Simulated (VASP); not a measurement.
A run of VASP 6.6.1 is set up as follows.

The input INCAR:

```
PREC = Accurate
ENCUT = 520
EDIFF = 1E-6
ISMEAR = 0
SIGMA = 0.15
LREAL = False
LASPH = True
NELM = 80
ALGO = Normal
ISIF = 2
LWAVE = False
LCHARG = False
GGA = PS
NBANDS = 16
```

KPOINTS

```
Automatic mesh
0
Gamma
  16 16 16
```

POSCAR

```
YSe
1.0
   -0.9089838445      2.4997055723      2.4997055723
    2.4997055723     -0.9089838445      2.4997055723
    2.4997055723      2.4997055723     -0.9089838445
Y Se
1 1
Direct
    0.0000000000      0.0000000000      0.0000000000
    0.5000000000      0.5000000000      0.5000000000
```

Potentials or basis: VASP PAW PBE potentials, release 64 (Y_sv, Se).

The run is started by

```sh
$ cat potpaw_PBE.64/Y_sv/POTCAR potpaw_PBE.64/Se/POTCAR > POTCAR
$ mpirun -np 1 vasp_std > vasp.out
```

Question: What does it give for the pressure?

Answer: -5.6 GPa.

Stress tensor (GPa, compression positive):
```
-5.59  0.60  0.60
 0.60 -5.59  0.60
 0.60  0.60 -5.59
```

Caveat: the PAW data sets were made with another functional, which shifts forces and pressure a little.
